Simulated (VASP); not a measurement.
# MoSe (P-6m2) in VASP: a series of runs

Aim: see how the results for MoSe move with the level of theory and the settings. Levels: RPBE+D3(BJ), PBEsol+D3(BJ), PBEsol+D4. Tasks: single point.

Program: VASP 6.6.1. These are calculated values, not measurements. Logs are shortened: lines on timing, memory, paths and dates and some standing lists are left out, and cuts for length are marked.

## (1) The cell of the first run

The structure is hexagonal, space group P-6m2 (No. 187). Conventional cell: a = 2.938 Å, b = 2.938 Å, c = 3.678 Å, α = 90.00°, β = 90.00°, γ = 120.00°. Mo (site symmetry -6m2) has 6 Se at 2.50 Å and 6 Mo at 2.94 Å within 3.3 Å. Se (site symmetry -6m2) has 6 Mo at 2.50 Å and 6 Se at 2.94 Å within 3.3 Å.

## (2) Single point, RPBE+D3(BJ)

INCAR

```
  ALGO = Normal
  EDIFF = 1E-6
  ENCUT = 520
  GGA = RP
  ISIF = 2
  ISMEAR = -1
  IVDW = 12
  LASPH = True
  LCHARG = False
  LREAL = False
  LWAVE = False
  NBANDS = 17
  NELM = 80
  PREC = Accurate
  SIGMA = 0.05
```

KPOINTS

```
k-points
0
Gamma
  9 9 6
```

POSCAR

```
MoSe
1.0
    2.9381541700      0.0000000024      0.0000000000
   -1.4690770871      2.5445161503      0.0000000000
    0.0000000000      0.0000000000      3.6782234442
Mo Se
1 1
Direct
    0.6666666667      0.3333333333     -0.1780620029
    0.3333333333      0.6666666667      0.3219370229
```

Potentials or basis: VASP PAW PBE potentials, release 64 (Mo_sv, Se).

Started as:

```sh
cat potpaw_PBE.64/Mo_sv/POTCAR potpaw_PBE.64/Se/POTCAR > POTCAR
mpirun -np 1 vasp_std > vasp.out
```

OUTCAR:

```text
EDIFF = 1E-6
   ENCUT = 520
   GGA = RP
   ISIF = 2
   ISMEAR = -1
   IVDW = 12
   LASPH = True
   LREAL = False
   NELM = 80
   PREC = Accurate
 IVDW          = 12

 ion  position               nearest neighbor table
   1  0.667  0.333  0.822-   2 2.50   2 2.50   2 2.50   2 2.50   2 2.50   2 2.50
   2  0.333  0.667  0.322-   1 2.50   1 2.50   1 2.50   1 2.50   1 2.50   1 2.50

  LATTYP: Found a hexagonal cell.
 ALAT       =     2.9381541700
 C/A-ratio  =     1.2518823831

  Lattice vectors:

 A1 = (   2.9381541700,   0.0000000024,   0.0000000000)
 A2 = (  -1.4690770871,   2.5445161503,   0.0000000000)
 A3 = (   0.0000000000,   0.0000000000,   3.6782234442)

Analysis of symmetry for initial positions (statically):
=====================================================================
 Subroutine PRICEL returns:
 Original cell was already a primitive cell.

 Routine SETGRP: Setting up the symmetry group for a
 hexagonal supercell.

 Subroutine GETGRP returns: Found 12 space group operations
 (whereof  6 operations were pure point group operations)
 out of a pool of 24 trial point group operations.

The static configuration has the point symmetry C_3v.
 The point group associated with its full space group is D_3h.

Analysis of symmetry for dynamics (positions and initial velocities):
=====================================================================
 Subroutine PRICEL returns:
 Original cell was already a primitive cell.

 Routine SETGRP: Setting up the symmetry group for a
 hexagonal supercell.

 Subroutine GETGRP returns: Found 12 space group operations
 (whereof  6 operations were pure point group operations)
 out of a pool of 24 trial point group operations.

The dynamic configuration has the point symmetry C_3v.
 The point group associated with its full space group is D_3h.

 Subroutine INISYM returns: Found 12 space group operations
 (whereof  6 operations are pure point group operations),
 and found     1 'primitive' translations

----------------------------------------------------------------------------------------

                                     Primitive cell

  volume of cell :      27.4991

  direct lattice vectors                    reciprocal lattice vectors
     2.938154170  0.000000002  0.000000000     0.340349737  0.196501013  0.000000000
    -1.469077087  2.544516150  0.000000000    -0.000000000  0.393002025  0.000000000
[... 83 lines left out ...]
   ENCUT  =  520.0 eV  38.22 Ry    6.18 a.u.   5.46  5.46  6.84*2*pi/ulx,y,z
   NELM   =     80;   NELMIN=  2; NELMDL= -5     # of ELM steps
   EDIFF  = 0.1E-05   stopping-criterion for ELM
   LREAL  =      F    real-space projection
   EDIFFG = 0.1E-04   stopping-criterion for IOM
   NSW    =      0    number of steps for IOM
   IBRION =     -1    ionic relax: 0-MD 1-quasi-New 2-CG
   NFREE  =      0    steps in history (QN), initial steepest desc. (CG)
   ISIF   =      2    stress and relaxation
   ISYM   =      2    0-nonsym 1-usesym 2-fastsym
   POTIM  = 0.5000    time-step for ionic-motion
   TEBEG  =    0.0;   TEEND  =   0.0 temperature during run
   PSTRESS=    0.0 pullay stress
   NELECT =      20.0000    total number of electrons
   NUPDOWN=      -1.0000    fix difference up-down
   EMIN   =  10.00;   EMAX   =-10.00  energy-range for DOS
   EFERMI =   0.00;   METHOD = LEGACY
   ISMEAR =    -1;   SIGMA  =   0.05  broadening in eV -4-tet -1-fermi 0-gaus
   EFERMI_NEDOS =   21; number of points for ismear=-14 and -15
   IALGO  =     38    algorithm
   IMIX   =      4    mixing-type and parameters
     AMIX     =   0.40;   BMIX     =  1.00
     AMIX_MAG =   1.60;   BMIX_MAG =  1.00
  volume/ion in A,a.u.               =      13.75        92.79
  Fermi-wavevector in a.u.,A,eV,Ry     =   1.472241  2.782132 29.490534  2.167493
  Thomas-Fermi vector in A             =   2.587279
   LORBIT       =      0    0 simple, 1 ext, 2 COOP (PROOUT), +10 PAW based schemes
   GGA     = RP    functional components
   LHFCALC =     F    Hartree Fock is set to
   AEXX    =    0.0000 exact exchange contribution
   IVDW    =    12    specifies the selected vdW correction
   LEPSILON=     F    determine dielectric tensor
   LRPA    =     F    only Hartree local field effects (RPA)
 non-spin polarized calculation
  energy-cutoff  :      520.00
  volume of cell :       27.50
 maximum number of plane-waves:       770
 NGX is ok and might be reduce to    24
   NGX = 11   NGY = 11   NGZ = 13

 number of electron      20.0000001 magnetization

 Free energy of the ion-electron system (eV)
  ---------------------------------------------------
  ext. energy  EPLUGINS =         0.00000000
  ---------------------------------------------------
  free energy    TOTEN  =       -12.41041374 eV

  energy without entropy =      -12.39627738  energy(sigma->0) =      -12.40334556

 E-fermi :  13.3782     XC(G=0): -13.1938

 val. band max:       13.3645831570   @ k =   0.1111   0.0000   0.1667
 cond. band min:      13.3932836294   @ k =   0.2222   0.0000   0.1667
 fundamental gap:      0.0287004724
 Fermi energy:        13.3782276901

 k-point     1 :       0.0000    0.0000    0.0000
  band No.  band energies     occupation
      1     -47.8154      2.00000
      2     -22.1644      2.00000
      3     -21.5793      2.00000
      4     -21.5793      2.00000
      5      -4.6589      2.00000
      6       8.2518      2.00000
[... 457 lines left out ...]
      4     -22.0158      2.00000
      5      -0.7845      2.00000
      6       5.4553      2.00000
[... 9 lines left out ...]
     16      24.4213      0.00000
     17      26.3956      0.00000

 [... further k-points ...]

------------------------ aborting loop because EDIFF is reached ----------------------------------------

 Edisp (eV)   -7.47945

 E8    (eV) :    -4.9173

  FORCE on cell =-STRESS in cart. coord.  units (eV):
  Direction    XX          YY          ZZ          XY          YZ          ZX
  --------------------------------------------------------------------------------------
  -------------------------------------------------------------------------------------
  Total       0.09626     0.09626     0.13332    -0.00000     0.00000     0.00000
  in kB       5.60858     5.60858     7.76768    -0.00000     0.00000     0.00000
  external pressure =        6.33 kB  Pullay stress =        0.00 kB

 VOLUME and BASIS-vectors are now :
 -----------------------------------------------------------------------------
  energy-cutoff  :      520.00
  volume of cell :       27.50
      direct lattice vectors                 reciprocal lattice vectors
     2.938154170  0.000000002  0.000000000     0.340349737  0.196501013  0.000000000
    -1.469077087  2.544516150  0.000000000    -0.000000000  0.393002025  0.000000000
     0.000000000  0.000000000  3.678223444     0.000000000  0.000000000  0.271870379

 POSITION                                       TOTAL-FORCE (eV/Angst)
 -----------------------------------------------------------------------------------
      1.46908      0.84817      3.02327         0.000000     -0.000000      0.000000
     -0.00000      1.69634      1.18416        -0.000000      0.000000     -0.000000
 -----------------------------------------------------------------------------------
    total drift:                               -0.000000      0.000000     -0.000055

  FREE ENERGIE OF THE ION-ELECTRON SYSTEM (eV)
  ---------------------------------------------------
  free  energy   TOTEN  =       -19.8898596018 eV

  energy  without entropy=      -19.8757232410  energy(sigma->0) =      -19.88279142
```

Wall time 12 s (1 thread of AMD EPYC 9R45 (Zen 5), shared host); peak memory 0.14 GiB.

What came out:

```yaml
Free_energy: -19.8899 eV
Pressure: 0.6 GPa
Band_gap_on_the_k_mesh: zero (bands 10 and 11 overlap by 2.57 eV)
Dispersion_energy_per_atom: -3.740 eV
```

Stress tensor (GPa, compression positive):
```
0.56 0.00 0.00
0.00 0.56 0.00
0.00 0.00 0.78
```

Levels at points of the mesh, in eV from the Fermi level:
| k point | band 6 | band 7 | band 8 | band 9 | band 10 | band 11 | band 12 | band 13 | band 14 | band 15 |
| --- | --- | --- | --- | --- | --- | --- | --- | --- | --- | --- |
| (0.00, 0.00, 0.00) | -5.13 | -5.02 | -2.85 | -2.85 | 0.35 | 0.35 | 2.97 | 2.97 | 5.34 | 7.57 |
| (0.00, 0.00, 0.50) | -9.47 | -2.22 | -1.80 | -1.80 | -1.67 | -1.67 | 2.76 | 2.76 | 7.64 | 8.78 |

Caveat: the PAW data sets were made with another functional, which shifts forces and pressure a little.

## (3) Single point, PBEsol+D3(BJ)

This run uses another cell than the first one, of 15.45 Å³/atom.

INCAR

```
SYSTEM = MoSe
ALGO = Normal
EDIFF = 1E-6
ENCUT = 520
GGA = PS
ISIF = 2
ISMEAR = -1
IVDW = 12
LASPH = .TRUE.
LCHARG = .FALSE.
LREAL = .FALSE.
LWAVE = .FALSE.
NBANDS = 17
NELM = 100
PREC = Accurate
SIGMA = 0.05
```

KPOINTS

```
k-points
0
G
  9 9 6
  0 0 0
```

POSCAR

```
MoSe
1.0
    3.1341422233      0.0000000026      0.0000000000
   -1.5670711139      2.7142467831      0.0000000000
    0.0000000000      0.0000000000      3.6321414778
Mo Se
1 1
Direct
    0.6666666667      0.3333333333     -0.1780634187
    0.3333333333      0.6666666667      0.3219384387
```

Potentials or basis: VASP PAW PBE potentials, release 64 (Mo_sv, Se).

Started as:

```sh
cat potpaw_PBE.64/Mo_sv/POTCAR potpaw_PBE.64/Se/POTCAR > POTCAR
mpirun -np 1 vasp_std > vasp.out
```

Run time: 12 s. Hardware: 1 thread of AMD EPYC 9R45 (Zen 5), shared host; peak memory 0.14 GiB.

Results (log left out):

```yaml
Free_energy: -16.7749 eV
Pressure: 0.5 GPa
Band_gap_on_the_k_mesh: zero (bands 10 and 11 overlap by 2.20 eV)
Dispersion_energy_per_atom: -0.598 eV
```

Stress tensor (GPa, compression positive):
```
0.43 0.00 0.00
0.00 0.43 0.00
0.00 0.00 0.62
```

Levels at points of the mesh, in eV from the Fermi level:
| k point | band 8 | band 9 | band 10 | band 11 | band 12 | band 13 |
| --- | --- | --- | --- | --- | --- | --- |
| (0.00, 0.00, 0.00) | -3.27 | -3.27 | -0.10 | -0.10 | 2.21 | 2.21 |
| (0.00, 0.00, 0.50) | -2.57 | -1.70 | -1.70 | -1.32 | 1.88 | 1.88 |

Caveat: the PAW data sets were made with another functional, which shifts forces and pressure a little.

## (4) Single point, PBEsol+D4

This run uses another cell than the first one, of 15.69 Å³/atom.

INCAR

```
SYSTEM = MoSe
PREC     = Accurate       ! precision mode
ENCUT    = 520            ! plane-wave cutoff, eV
EDIFF    = 1E-6           ! SCF threshold, eV
ISMEAR   = -1             ! smearing method
SIGMA    = 0.05           ! smearing width, eV
LREAL    = .FALSE.        ! projectors in reciprocal space
LASPH    = .TRUE.         ! aspherical terms in the spheres
NELM     = 80             ! most SCF steps
ALGO     = Normal         ! electronic algorithm
ISIF     = 2              ! what is computed and relaxed
LWAVE    = .FALSE.        ! write WAVECAR
LCHARG   = .FALSE.        ! write CHGCAR
GGA      = PS             ! functional
IVDW     = 13             ! dispersion correction
NBANDS   = 17             ! bands
```

KPOINTS

```
regular mesh
0
G
  9 9 6
  0 0 0
```

POSCAR

```
MoSe
1.0
    3.1567192472      0.0000000026      0.0000000000
   -1.5783596259      2.7337990594      0.0000000000
    0.0000000000      0.0000000000      3.6363863002
Mo Se
1 1
Direct
    0.6666666667      0.3333333333     -0.1780637141
    0.3333333333      0.6666666667      0.3219387341
```

Potentials or basis: VASP PAW PBE potentials, release 64 (Mo_sv, Se).

Started as:

```sh
cat potpaw_PBE.64/Mo_sv/POTCAR potpaw_PBE.64/Se/POTCAR > POTCAR
mpirun -np 1 vasp_std > vasp.out
```

OUTCAR:

```text
SYSTEM = MoSe
   PREC = Accurate
   ENCUT = 520
   EDIFF = 1E-6
   ISMEAR = -1
   LREAL = .FALSE.
   LASPH = .TRUE.
   NELM = 80
   ISIF = 2
   GGA = PS
   IVDW = 13

 ion  position               nearest neighbor table
   1  0.667  0.333  0.822-   2 2.57   2 2.57   2 2.57   2 2.57   2 2.57   2 2.57
   2  0.333  0.667  0.322-   1 2.57   1 2.57   1 2.57   1 2.57   1 2.57   1 2.57

  LATTYP: Found a hexagonal cell.
 ALAT       =     3.1567192472
 C/A-ratio  =     1.1519511288

  Lattice vectors:

 A1 = (   3.1567192472,   0.0000000026,   0.0000000000)
 A2 = (  -1.5783596259,   2.7337990594,   0.0000000000)
[... 670 lines left out ...]

  Edisp (eV):   -0.68946

  FORCE on cell =-STRESS in cart. coord.  units (eV):
  Direction    XX          YY          ZZ          XY          YZ          ZX
  --------------------------------------------------------------------------------------
  -------------------------------------------------------------------------------------
  Total       0.08438     0.08438     0.11908    -0.00000    -0.00000     0.00000
  in kB       4.30825     4.30825     6.07958    -0.00000    -0.00000     0.00000
  external pressure =        4.90 kB  Pullay stress =        0.00 kB

 VOLUME and BASIS-vectors are now :
 -----------------------------------------------------------------------------
  energy-cutoff  :      520.00
  volume of cell :       31.38
      direct lattice vectors                 reciprocal lattice vectors
     3.156719247  0.000000003  0.000000000     0.316784586  0.182895666  0.000000000
    -1.578359626  2.733799059  0.000000000    -0.000000000  0.365791332  0.000000000
     0.000000000  0.000000000  3.636386300     0.000000000  0.000000000  0.274998286

 POSITION                                       TOTAL-FORCE (eV/Angst)
 -----------------------------------------------------------------------------------
      1.57836      0.91127      2.98888        -0.000000      0.000000      0.000000
     -0.00000      1.82253      1.17069         0.000000     -0.000000     -0.000000
 -----------------------------------------------------------------------------------
    total drift:                               -0.000000      0.000000     -0.000592

  FREE ENERGIE OF THE ION-ELECTRON SYSTEM (eV)
  ---------------------------------------------------
  free  energy   TOTEN  =       -16.2840029546 eV

  energy  without entropy=      -16.2694520009  energy(sigma->0) =      -16.27672748
```

OSZICAR:

```text
N       E                     dE             d eps       ncg     rms          rms(c)
DAV:   1     0.155132802942E+03    0.15513E+03   -0.12047E+04  1640   0.116E+03
DAV:   2    -0.125186324420E+02   -0.16765E+03   -0.16428E+03  2082   0.329E+02
DAV:   3    -0.161154945612E+02   -0.35969E+01   -0.35418E+01  1807   0.463E+01
DAV:   4    -0.161300058861E+02   -0.14511E-01   -0.14508E-01  2038   0.328E+00
DAV:   5    -0.161300770148E+02   -0.71129E-04   -0.71129E-04  1799   0.215E-01    0.172E+01
DAV:   6    -0.156551763883E+02    0.47490E+00   -0.18436E+00  1679   0.106E+01    0.603E+00
DAV:   7    -0.156067990431E+02    0.48377E-01   -0.13912E-01  1700   0.253E+00    0.351E+00
DAV:   8    -0.155948973801E+02    0.11902E-01   -0.39275E-02  1796   0.139E+00    0.352E-01
DAV:   9    -0.155945444769E+02    0.35290E-03   -0.10061E-03  1747   0.279E-01    0.932E-02
DAV:  10    -0.155945357671E+02    0.87099E-05   -0.11647E-04  2104   0.954E-02    0.341E-02
DAV:  11    -0.155945394510E+02   -0.36840E-05   -0.52319E-06  1780   0.178E-02    0.660E-03
DAV:  12    -0.155945389093E+02    0.54173E-06   -0.26512E-07   892   0.450E-03
   1 F= -.16284003E+02 E0= -.16276727E+02  d E =-.145510E-01
```

It took 12 s on 1 thread of AMD EPYC 9R45 (Zen 5), shared host; peak memory 0.13 GiB.

Results:

```
Free energy                : -16.2840 eV
Pressure                   : 0.5 GPa
Band gap on the k mesh     : zero (bands 10 and 11 overlap by 2.18 eV)
Dispersion energy per atom : -0.345 eV
```

Levels at points of the mesh, in eV from the Fermi level:
| k point | band 6 | band 7 | band 8 | band 9 | band 10 | band 11 | band 12 | band 13 | band 14 | band 15 |
| --- | --- | --- | --- | --- | --- | --- | --- | --- | --- | --- |
| (0.00, 0.00, 0.00) | -4.45 | -4.33 | -3.28 | -3.28 | -0.12 | -0.12 | 2.14 | 2.14 | 3.58 | 7.19 |
| (0.00, 0.00, 0.50) | -8.89 | -2.61 | -2.61 | -1.68 | -1.68 | -1.25 | 1.81 | 1.81 | 6.68 | 7.62 |

Caveat: the PAW data sets were made with another functional, which shifts forces and pressure a little.

## (5) Summary

```tsv
level	cell	gap on the mesh (eV)	pressure (GPa)
RPBE+D3(BJ)	a = 2.938, b = 2.938, c = 3.678 Å, angles 90.0, 90.0, 120.0°, 2 atoms	none	0.6
PBEsol+D3(BJ)	a = 3.134, b = 3.134, c = 3.632 Å, angles 90.0, 90.0, 120.0°, 2 atoms	none	0.5
PBEsol+D4	a = 3.157, b = 3.157, c = 3.636 Å, angles 90.0, 90.0, 120.0°, 2 atoms	none	0.5
```

Alike in all rows: task single point; potentials or basis VASP PAW PBE potentials, release 64 (Mo_sv, Se); no spin polarisation; k mesh 9 × 9 × 6; cutoff (eV) 520; smearing fermi-dirac 0.05 eV.

Caveats: the PAW data sets were made with another functional, which shifts forces and pressure a little.

Total energies depend on the potentials used, so only differences within one code and one set of settings carry meaning.
